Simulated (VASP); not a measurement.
# Bi2TeO4 (Fmm2) in VASP: single point with PBE

Aim: the single point of Bi2TeO4 with PBE.

Program: VASP 6.6.1. These are calculated values, not measurements. Logs are shortened: lines on timing, memory, paths and dates and some standing lists are left out, and cuts for length are marked.

**1. The cell of the first run**

Symmetry: Fmm2, No. 42, orthorhombic system. Conventional cell: a = 6.120 Å, b = 12.811 Å, c = 6.464 Å, α = 90.00°, β = 90.00°, γ = 90.00°. Bi (site symmetry m) has 6 O at 2.23 to 2.74 Å within 3.0 Å. Te (site symmetry mm2) has 4 O at 1.97 to 2.54 Å within 2.6 Å. Within 2.7 Å of O (site symmetry m) lie 2 Te at 1.97 to 2.54 Å and 2 Bi at 2.60 Å. O (site symmetry 2) has 4 Bi at 2.23 to 2.74 Å and 2 O at 3.06 Å within 3.1 Å.

**2. Single point, PBE**

File INCAR:

```
SYSTEM = Bi2TeO4
PREC = Accurate
ENCUT = 520
EDIFF = 1E-6
ISMEAR = 0
SIGMA = 0.01
LREAL = .FALSE.
LASPH = .TRUE.
NELM = 80
ALGO = Normal
ISIF = 2
LWAVE = .FALSE.
LCHARG = .FALSE.
GGA = PE
NBANDS = 39
```

File KPOINTS:

```
regular mesh
0
G
  8 8 8
  0 0 0
```

File POSCAR:

```
Bi2TeO4
1.0
    0.0000000000      6.4053020162      3.2318013995
    3.0601580692      0.0000000000      3.2318013995
    3.0601580692      6.4053020162      0.0000000000
Bi Te O
2 1 4
Direct
    0.5696761338      0.2376402574      0.7623597426
    0.2376402574      0.5696761338      0.4303238662
    0.0411744637      0.0411744637      0.9588255363
    0.1202070221      0.6017670119      0.8797929779
    0.6017670119      0.1202070221      0.3982329881
    0.7144117334      0.7144117334      0.7855882666
    0.2144117334      0.2144117334      0.2855882666
```

Potentials or basis: VASP PAW PBE potentials, release 64 (Bi_d, Te, O).

Launch:

```bash
$ cat potpaw_PBE.64/Bi_d/POTCAR potpaw_PBE.64/Te/POTCAR potpaw_PBE.64/O/POTCAR > POTCAR
$ mpirun -np 1 vasp_std > vasp.out
```

OUTCAR:

```text
SYSTEM = Bi2TeO4
   PREC = Accurate
   ENCUT = 520
   EDIFF = 1E-6
   ISMEAR = 0
   LREAL = .FALSE.
   LASPH = .TRUE.
   NELM = 80
   ISIF = 2
   GGA = PE

 ion  position               nearest neighbor table
   1  0.570  0.238  0.762-   7 2.23   6 2.23   5 2.60   4 2.60   6 2.74   7 2.74   3 3.16   2 3.74
                             2 3.74   2 3.88   2 3.88
   2  0.238  0.570  0.430-   6 2.23   7 2.23   4 2.60   5 2.60   6 2.74   7 2.74   3 3.16   1 3.74
                             1 3.74   1 3.88   1 3.88
   3  0.041  0.041  0.959-   4 1.97   5 1.97   5 2.54   4 2.54   1 3.16   2 3.16
   4  0.120  0.602  0.880-   3 1.97   3 2.54   1 2.60   2 2.60
   5  0.602  0.120  0.398-   3 1.97   3 2.54   1 2.60   2 2.60
   6  0.714  0.714  0.786-   2 2.23   1 2.23   2 2.74   1 2.74
   7  0.214  0.214  0.286-   2 2.23   1 2.23   2 2.74   1 2.74

  LATTYP: Found a face centered orthorhombic cell.
 ALAT       =     6.1203161384
 B/A-ratio  =     1.0560896942
 C/A-ratio  =     2.0931278291

  Lattice vectors:

 A1 = (   0.0000000000,   6.4053020162,   3.2318013995)
 A2 = (  -3.0601580692,   6.4053020162,   0.0000000000)
 A3 = (  -3.0601580692,   0.0000000000,   3.2318013995)

Analysis of symmetry for initial positions (statically):
=====================================================================
 Subroutine PRICEL returns:
 Original cell was already a primitive cell.

 Routine SETGRP: Setting up the symmetry group for a
 face centered orthorhombic supercell.

 Subroutine GETGRP returns: Found  4 space group operations
 (whereof  4 operations were pure point group operations)
 out of a pool of  8 trial point group operations.

The static configuration has the point symmetry C_2v.

Analysis of symmetry for dynamics (positions and initial velocities):
=====================================================================
 Subroutine PRICEL returns:
 Original cell was already a primitive cell.

 Routine SETGRP: Setting up the symmetry group for a
 face centered orthorhombic supercell.

 Subroutine GETGRP returns: Found  4 space group operations
 (whereof  4 operations were pure point group operations)
 out of a pool of  8 trial point group operations.

The dynamic configuration has the point symmetry C_2v.

 Subroutine INISYM returns: Found  4 space group operations
 (whereof  4 operations are pure point group operations),
 and found     1 'primitive' translations

----------------------------------------------------------------------------------------

                                     Primitive cell

  volume of cell :     126.6946

  direct lattice vectors                    reciprocal lattice vectors
     0.000000000  6.405302016  3.231801400    -0.163390253  0.078060332  0.154712477
     3.060158069  0.000000000  3.231801400     0.163390253 -0.078060332  0.154712477
     3.060158069  6.405302016  0.000000000     0.163390253  0.078060332 -0.154712477

  length of vectors
     7.174429190  4.450742376  7.098764775     0.238171662  0.238171662  0.238171662

  position of ions in fractional coordinates (direct lattice)
     0.569676134  0.237640257  0.762359743
     0.237640257  0.569676134  0.430323866
     0.041174464  0.041174464  0.958825536
     0.120207022  0.601767012  0.879792978
     0.601767012  0.120207022  0.398232988
     0.714411733  0.714411733  0.785588267
     0.214411733  0.214411733  0.285588267

  ion indices of the primitive-cell ions
   primitive index   ion index
                 1           1
                 2           2
                 3           3
                 4           4
                 5           5
                 6           6
                 7           7

----------------------------------------------------------------------------------------

 KPOINTS: regular mesh

Automatic generation of k-mesh.
 Grid dimensions read from file:
 generate k-points for:    8    8    8

 Generating k-lattice:

  Cartesian coordinates                     Fractional coordinates (reciprocal lattice)
    -0.020423782  0.009757541  0.019339060     0.125000000 -0.000000000 -0.000000000
     0.020423782 -0.009757541  0.019339060     0.000000000  0.125000000  0.000000000
     0.020423782  0.009757541 -0.019339060     0.000000000  0.000000000  0.125000000

  Length of vectors
     0.029771458  0.029771458  0.029771458

  Shift w.r.t. Gamma in fractional coordinates (k-lattice)
     0.000000000  0.000000000  0.000000000

 Subroutine IBZKPT returns following result:
 ===========================================

 Found     95 irreducible k-points:

 Following reciprocal coordinates:
            Coordinates               Weight
  0.000000  0.000000  0.000000      1.000000
  0.125000  0.000000  0.000000      8.000000
  0.250000  0.000000  0.000000      8.000000
  0.375000  0.000000  0.000000      8.000000
  0.500000  0.000000  0.000000      4.000000
  0.125000  0.125000  0.000000      2.000000
[... 16 lines left out ...]
  0.250000  0.000000  0.125000      8.000000
  0.375000  0.000000  0.125000      8.000000
 [... further k-points ...]
   k-points           NKPTS =     95   k-points in BZ     NKDIM =     95   number of bands    NBANDS=     39
   number of dos      NEDOS =    301   number of ions     NIONS =      7
   total plane-waves  NPLWV = 104976
   dimension x,y,z NGX =    54 NGY =   36 NGZ =   54
   dimension x,y,z NGXF=   108 NGYF=   72 NGZF=  108
   ions per type =               2   1   4
   NGX,Y,Z   is equivalent  to a cutoff of  12.51, 13.45, 12.65 a.u.
   NGXF,Y,Z  is equivalent  to a cutoff of  25.03, 26.89, 25.29 a.u.
 SYSTEM =  Bi2TeO4
   PREC   = accura    normal or accurate (medium, high low for compatibility)
   ISTART =      0    job   : 0-new  1-cont  2-samecut
   ICHARG =      2    charge: 1-file 2-atom 10-const
   ISPIN  =      1    spin polarized calculation?
   LNONCOLLINEAR =      F non collinear calculations
   LSORBIT =      F    spin-orbit coupling
   LASPH  =      T    aspherical Exc in radial PAW
   ENCUT  =  520.0 eV  38.22 Ry    6.18 a.u.  13.34  8.28 13.20*2*pi/ulx,y,z
   NELM   =     80;   NELMIN=  2; NELMDL= -5     # of ELM steps
   EDIFF  = 0.1E-05   stopping-criterion for ELM
   LREAL  =      F    real-space projection
   EDIFFG = 0.1E-04   stopping-criterion for IOM
   NSW    =      0    number of steps for IOM
   IBRION =     -1    ionic relax: 0-MD 1-quasi-New 2-CG
   NFREE  =      0    steps in history (QN), initial steepest desc. (CG)
   ISIF   =      2    stress and relaxation
   ISYM   =      2    0-nonsym 1-usesym 2-fastsym
   POTIM  = 0.5000    time-step for ionic-motion
   TEBEG  =    0.0;   TEEND  =   0.0 temperature during run
   PSTRESS=    0.0 pullay stress
   NELECT =      60.0000    total number of electrons
   NUPDOWN=      -1.0000    fix difference up-down
   EMIN   =  10.00;   EMAX   =-10.00  energy-range for DOS
   EFERMI =   0.00;   METHOD = LEGACY
   ISMEAR =     0;   SIGMA  =   0.01  broadening in eV -4-tet -1-fermi 0-gaus
   EFERMI_NEDOS =   21; number of points for ismear=-14 and -15
   IALGO  =     38    algorithm
   IMIX   =      4    mixing-type and parameters
     AMIX     =   0.40;   BMIX     =  1.00
     AMIX_MAG =   1.60;   BMIX_MAG =  1.00
  volume/ion in A,a.u.               =      18.10       122.14
  Fermi-wavevector in a.u.,A,eV,Ry     =   1.276064  2.411412 22.154910  1.628340
  Thomas-Fermi vector in A             =   2.408741
   LORBIT       =      0    0 simple, 1 ext, 2 COOP (PROOUT), +10 PAW based schemes
   GGA     = PE    functional components
   LHFCALC =     F    Hartree Fock is set to
   AEXX    =    0.0000 exact exchange contribution
   IVDW    =     0    specifies the selected vdW correction
   LEPSILON=     F    determine dielectric tensor
   LRPA    =     F    only Hartree local field effects (RPA)
 non-spin polarized calculation
 Gauss-broadening in eV      SIGMA  =   0.01
  energy-cutoff  :      520.00
  volume of cell :      126.69
 maximum number of plane-waves:      3444
 NGX is ok and might be reduce to    54
   NGX = 27   NGY = 17   NGZ = 27

 number of electron      60.0000004 magnetization

 Free energy of the ion-electron system (eV)
  ---------------------------------------------------
  ext. energy  EPLUGINS =         0.00000000
  ---------------------------------------------------
  free energy    TOTEN  =       -37.31003582 eV

  energy without entropy =      -37.31003582  energy(sigma->0) =      -37.31003582

 E-fermi :   6.5291     XC(G=0):  -9.9814

 val. band max:        6.4898187890   @ k =   0.0000   0.0000   0.0000
 cond. band min:       6.7048520914   @ k =   0.0000   0.5000   0.5000
 fundamental gap:      0.2150333024
 Fermi energy:         6.5291359264

 k-point     1 :       0.0000    0.0000    0.0000
  band No.  band energies     occupation
      1     -17.2653      2.00000
      2     -17.2069      2.00000
      3     -17.1826      2.00000
      4     -17.1436      2.00000
      5     -17.1203      2.00000
      6     -17.1176      2.00000
[... 31 lines left out ...]
     38      12.2850      0.00000
     39      12.8284      0.00000

 k-point     2 :       0.1250    0.0000    0.0000
  band No.  band energies     occupation
      1     -17.2636      2.00000
      2     -17.2102      2.00000
      3     -17.1787      2.00000
      4     -17.1421      2.00000
      5     -17.1224      2.00000
      6     -17.1165      2.00000
[... 31 lines left out ...]
     38      11.9806      0.00000
     39      13.2200      0.00000

 k-point     3 :       0.2500    0.0000    0.0000
  band No.  band energies     occupation
      1     -17.2590      2.00000
      2     -17.2191      2.00000
      3     -17.1684      2.00000
      4     -17.1386      2.00000
      5     -17.1258      2.00000
      6     -17.1158      2.00000
[... 832 lines left out ...]
 k-point    23 :       0.2500    0.0000    0.1250
  band No.  band energies     occupation
      1     -17.2650      2.00000
      2     -17.2085      2.00000
      3     -17.1814      2.00000
      4     -17.1470      2.00000
      5     -17.1210      2.00000
      6     -17.1131      2.00000
[... 31 lines left out ...]
     38      12.0148      0.00000
     39      13.3294      0.00000

 k-point    24 :       0.3750    0.0000    0.1250
  band No.  band energies     occupation
      1     -17.2613      2.00000
      2     -17.2161      2.00000
      3     -17.1728      2.00000
      4     -17.1432      2.00000
      5     -17.1212      2.00000
      6     -17.1137      2.00000
[... 31 lines left out ...]
     38      11.6559      0.00000
     39      13.6393      0.00000

 [... further k-points ...]

------------------------ aborting loop because EDIFF is reached ----------------------------------------

  FORCE on cell =-STRESS in cart. coord.  units (eV):
  Direction    XX          YY          ZZ          XY          YZ          ZX
  --------------------------------------------------------------------------------------
  -------------------------------------------------------------------------------------
  Total        0.0261874     -0.0121483     -0.0533251      0.0000000      0.0000000      0.0000000
  in kB        0.3311654     -0.1536278     -0.6743481      0.0000000      0.0000000      0.0000000
  external PRESSURE =      -0.1656035 kB  Pullay stress =       0.0000000 kB

 VOLUME and BASIS-vectors are now :
 -----------------------------------------------------------------------------
  energy-cutoff  :      520.00
  volume of cell :      126.69
      direct lattice vectors                 reciprocal lattice vectors
     0.000000000  6.405302016  3.231801400    -0.163390253  0.078060332  0.154712477
     3.060158069  0.000000000  3.231801400     0.163390253 -0.078060332  0.154712477
     3.060158069  6.405302016  0.000000000     0.163390253  0.078060332 -0.154712477

 POSITION                                       TOTAL-FORCE (eV/Angst)
 -----------------------------------------------------------------------------------
      3.06016      8.53209      2.60909         0.000000     -0.025121      0.033312
      3.06016      4.27851      2.60909         0.000000      0.025121      0.033312
      3.06016      6.40530      0.26614         0.000000      0.000000      0.062401
      4.53381      6.40530      2.33328        -0.022457      0.000000     -0.032062
      1.58651      6.40530      2.33328         0.022457      0.000000     -0.032062
      4.59024      9.60795      4.61767         0.000000      0.000000     -0.032450
      1.53008      3.20265      1.38587         0.000000      0.000000     -0.032450
 -----------------------------------------------------------------------------------
    total drift:                                0.000001      0.000005      0.000297

  FREE ENERGIE OF THE ION-ELECTRON SYSTEM (eV)
  ---------------------------------------------------
  free  energy   TOTEN  =       -37.3100358203 eV

  energy  without entropy=      -37.3100358203  energy(sigma->0) =      -37.31003582
```

Wall time 24 min (1 thread of Intel Xeon 8259CL, shared host); peak memory 0.59 GiB.

Results:

* Free energy: -37.3100 eV
* Pressure: 0.0 GPa
* Largest force: 0.062 eV/Å
* Band gap on the k mesh: 0.22 eV (least direct gap 1.31 eV)

Forces in eV/Å, atoms in the order of the input:
```
Bi   0.000 -0.025  0.033
Bi   0.000  0.025  0.033
Te   0.000  0.000  0.062
O   -0.022  0.000 -0.032
O    0.022  0.000 -0.032
O    0.000  0.000 -0.032
O    0.000  0.000 -0.032
```

Levels at points of the mesh, in eV from the valence-band top:
```
           k point  band 27  band 28  band 29  band 30  band 31  band 32  band 33  band 34
(0.00, 0.00, 0.00)    -3.03    -2.69    -2.52     0.00     1.31     1.82     2.19     3.02
(0.50, 0.00, 0.00)    -2.46    -2.02    -1.85    -1.03     1.46     1.96     2.81     3.09
(0.50, 0.50, 0.00)    -2.59    -2.45    -1.45    -1.15     0.51     1.53     1.74     1.97
(0.50, 0.00, 0.50)    -3.14    -2.57    -2.42    -0.57     0.87     1.22     3.05     3.24
(0.00, 0.50, 0.50)    -2.51    -2.45    -1.17    -1.15     0.22     0.61     1.66     2.77
```

Caveat: spin-orbit coupling is left out, which moves the levels of the heavy elements.
